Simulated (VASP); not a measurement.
## V: single point with PBE

V:

```
CELL_PARAMETERS angstrom
-1.35910 1.61901 1.62566
1.48464 -1.47110 1.60330
1.25535 1.36736 -1.47776
ATOMIC_POSITIONS crystal
V 0.00000 0.00000 0.00000
```

```
Program                : VASP 6.6.1
Task                   : single point
Functional             : PBE
Potentials or basis    : VASP PAW PBE potentials, release 64 (V_sv)
Cutoff                 : 520 eV
k mesh                 : 11 × 12 × 13
Occupations            : fermi-dirac, width 0.05 eV
Spin                   : collinear spin, ferromagnetic start
Starting moments       : [2.0] μB
Dipole correction      : no
Further INCAR settings : ALGO = Normal; EDIFF = 1e-06; NBANDS = 16
```

The pressure is 6.6 GPa. The net moment is 0.00 μB per cell and the valence electrons inside the program's atomic spheres are V 11.73.

Stress tensor (GPa, compression positive):
```
16.57 -0.38 -1.15
-0.38  5.90 -3.67
-1.15 -3.67 -2.66
```

Levels at points of the mesh, in eV from the Fermi level:
Spin up:
```tsv
k point	band 5	band 6	band 7	band 8	band 9	band 10
(0.00, 0.00, 0.00)	-6.75	-0.78	0.16	1.15	2.06	3.08
(0.00, 0.50, 0.00)	-3.39	-1.58	1.01	2.46	3.38	3.86
```
Spin down:
| k point | band 3 | band 4 | band 5 | band 6 | band 7 | band 8 | band 9 | band 10 | band 11 | band 12 |
| --- | --- | --- | --- | --- | --- | --- | --- | --- | --- | --- |
| (0.00, 0.00, 0.00) | -37.13 | -36.76 | -6.75 | -0.78 | 0.16 | 1.15 | 2.06 | 3.08 | 18.05 | 21.16 |
| (0.00, 0.50, 0.00) | -37.38 | -36.84 | -3.39 | -1.58 | 1.01 | 2.46 | 3.38 | 3.86 | 9.67 | 15.66 |

Wall time 2.2 min on 1 thread of Intel(R) Xeon(R) 6975P-C (Granite Rapids), on a shared host, peak memory 0.35 GiB.

Caveat: the cell stands under pressure.
